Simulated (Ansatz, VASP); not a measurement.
## Sr3CuH2: VASP beside Ansatz

Contents of INCAR:

```
SYSTEM = Sr3CuH2
  PREC = Accurate
  ENCUT = 600
  EDIFF = 1E-6
  ISMEAR = 0
  SIGMA = 0.1
  LREAL = .FALSE.
  LASPH = .TRUE.
  NELM = 100
  ALGO = Fast
  ISIF = 3
  LWAVE = .FALSE.
  LCHARG = .FALSE.
  GGA = PE
  IBRION = 2
  NSW = 100
  EDIFFG = -0.01
```

Contents of KPOINTS:

```
Automatic mesh
0
G
  6 6 8
  0 0 0
```

File POSCAR:

```
Sr3CuH2
1.0
    7.2792127258      0.0000000000      0.0000000000
   -3.6396063629      6.3039831401      0.0000000000
    0.0000000000      0.0000000000      4.6248437999
Sr Cu H
3 1 2
Direct
    0.3228483717      0.0000000000      0.0000000000
    0.0000000000      0.3228483717      0.0000000000
    0.6771516283      0.6771516283      0.0000000000
    0.0000000000      0.0000000000      0.5000000000
    0.0000000000      0.0000000000      0.8265144580
    0.0000000000      0.0000000000      0.1734855420
```

Input for Ansatz:

```yaml
crystal:
  lattice:
    - [7.2792127258, 0.0, 0.0]
    - [-3.6396063629, 6.3039831401, 0.0]
    - [0.0, 0.0, 4.6248437999]
  atoms:
    - { symbol: Sr, position: [0.3228483717, 0.0, 0.0] }
    - { symbol: Sr, position: [0.0, 0.3228483717, 0.0] }
    - { symbol: Sr, position: [0.6771516283, 0.6771516283, 0.0] }
    - { symbol: Cu, position: [0.0, 0.0, 0.5] }
    - { symbol: H, position: [0.0, 0.0, 0.826514458] }
    - { symbol: H, position: [0.0, 0.0, 0.173485542] }
basis:
  ecutwfc: 420
kpoints:
  mp_grid: { grid: [6, 6, 8] }
hamiltonian:
  xc: pbe
scf:
  occupations: { method: gaussian, width: 0.1 }
output:
  forces: true
  stress: true
  eigenvalues: true
relax:
  adjacent_minimum: "off"
  f_tol: 0.01
  max_steps: 80
  cell: { stress_tol: 0.05 }
```

Alike in both runs: task relaxation of cell and atoms; functional PBE; k mesh 6 × 6 × 8; occupations gaussian, width 0.1 eV; no spin polarisation.

```csv
,VASP,Ansatz
version,VASP 6.6.1,Ansatz 0.2.0
potentials or method,"VASP PAW PBE potentials, release 64 (Sr_sv, Cu, H), cutoff 600 eV","scalar-relativistic, plane waves, PAW"
valence electrons in the cell,43,51
```

```tsv
	VASP	Ansatz	Ansatz less VASP
gap on the k mesh at the Fermi level, each at its own relaxed structure (eV)	none	none	-
relaxed volume (Å³/atom)	35.21	35.14	-0.069
relaxed length of the cell vector where the two differ most in proportion (Å)	4.596	4.582	-0.0135
```

A gap of «none» marks a metal or a gap that the smearing closes. VASP's potentials hold 43 valence electrons a cell and Ansatz's 51, so a difference there can come from the potentials and not from the codes.
